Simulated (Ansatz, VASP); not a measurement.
# One calculation of TeRu, two programs

INCAR

```
SYSTEM = TeRu
ALGO = Normal
EDIFF = 1E-6
ENCUT = 520
GGA = PS
ISIF = 2
ISMEAR = 0
LASPH = .True.
LCHARG = .False.
LREAL = .False.
LWAVE = .False.
NBANDS = 17
NELM = 100
PREC = Accurate
SIGMA = 0.05
```

The input KPOINTS:

```
k-points
0
Gamma
  8 8 8
  0 0 0
```

File POSCAR:

```
TeRu
1.0
    0.0000000000      2.9361576948      2.9070868265
    2.9070868265      0.0000000000      2.9070868265
    2.9070868265      2.9361576948      0.0000000000
Ru Te
1 1
Direct
    0.0000000000      0.0000000000      0.0000000000
    0.2500000000      0.2500000000      0.2500000000
```

Input for Ansatz:

```yaml
crystal:
  lattice:
    - [0.0, 2.9361576948, 2.9070868265]
    - [2.9070868265, 0.0, 2.9070868265]
    - [2.9070868265, 2.9361576948, 0.0]
  atoms:
    - { symbol: Ru, position: [0.0, 0.0, 0.0] }
    - { symbol: Te, position: [0.25, 0.25, 0.25] }
basis:
  ecutwfc: 420
  ecutrho_ratio: 4
kpoints:
  mp_grid: { grid: [8, 8, 8] }
hamiltonian:
  xc: pbesol
scf:
  occupations: { method: gaussian, width: 0.05 }
output:
  forces: true
  stress: true
  eigenvalues: true
```

Change from the starting cell: strain e2 = +0.01, atoms carried along.

Alike in both runs: task single point; functional PBEsol; k mesh 8 × 8 × 8; occupations gaussian, width 0.05 eV; no spin polarisation.

```csv
,VASP,Ansatz
version,VASP 6.6.1,Ansatz 0.2.0
potentials or method,"VASP PAW PBE potentials, release 64 (Ru_pv, Te), cutoff 520 eV","scalar-relativistic, plane waves, PAW"
valence electrons in the cell,20,32
```

Ansatz gave:

```
gap on the k mesh at the Fermi level (eV)                     : none
pressure (GPa)                                                : -1.1
traceless stress, the component that is largest in VASP (GPa) : 0.12
```

Task: Which values does VASP return?

Result: gap on the k mesh at the Fermi level (eV): none; pressure (GPa): -1.2; traceless stress, the component that is largest in VASP (GPa): 0.12.

VASP's potentials were made for PBE, not for PBEsol. A gap of «none» marks a metal or a gap that the smearing closes. VASP's potentials hold 20 valence electrons a cell and Ansatz's 32, so a difference there can come from the potentials and not from the codes.

Spin-orbit coupling is off throughout.
